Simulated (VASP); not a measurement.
A run of VASP 6.6.1 is set up as follows.

POSCAR

```
PbSe
1.0
    0.0000000000      3.0696893645      3.0696893645
    3.0696893645      0.0000000000      3.0696893645
    3.0696893645      3.0696893645      0.0000000000
Pb Se
1 1
Direct
    0.0000000000      0.0000000000      0.0000000000
    0.5000000000      0.5000000000      0.5000000000
```

INCAR.step1

```
PREC = Accurate ; ENCUT = 550
ISMEAR = 0 ; SIGMA = 0.01
LREAL = F ; LASPH = T
NELM = 120 ; NBANDS = 17
GGA = PE ; ALGO = Normal
EDIFF = 1E-5 ; LWAVE = T
LCHARG = F ; GGA_COMPAT = F
```

File INCAR.step2:

```
PREC = Accurate ; ENCUT = 550
EDIFF = 1E-6 ; ISMEAR = 0
SIGMA = 0.01 ; LREAL = F
LASPH = T ; NELM = 120
ALGO = Normal ; ISIF = 2
LWAVE = F ; LCHARG = F
METAGGA = R2SCAN ; LMIXTAU = T
NBANDS = 17 ; ISTART = 1
GGA_COMPAT = F
```

The input KPOINTS:

```
Automatic mesh
0
Gamma
  6 6 6
```

Potentials or basis: VASP PAW PBE potentials, release 64 (Pb_d, Se).

The run is started by

```bash
$ cat potpaw_PBE.64/Pb_d/POTCAR potpaw_PBE.64/Se/POTCAR > POTCAR
$ cp INCAR.step1 INCAR
$ mpirun -np 1 vasp_std > vasp.out
$ cp INCAR.step2 INCAR
$ mpirun -np 1 vasp_std > vasp.out
```

Q: Predict the pressure.

A: 1.0 GPa.

Q: Predict the band gap on the k mesh.

A: 0.61 eV.

Caveat: the PAW data sets were made with another functional, which shifts forces and pressure a little; spin-orbit coupling is left out, which moves the levels of the heavy elements. A k mesh can miss the band edges.
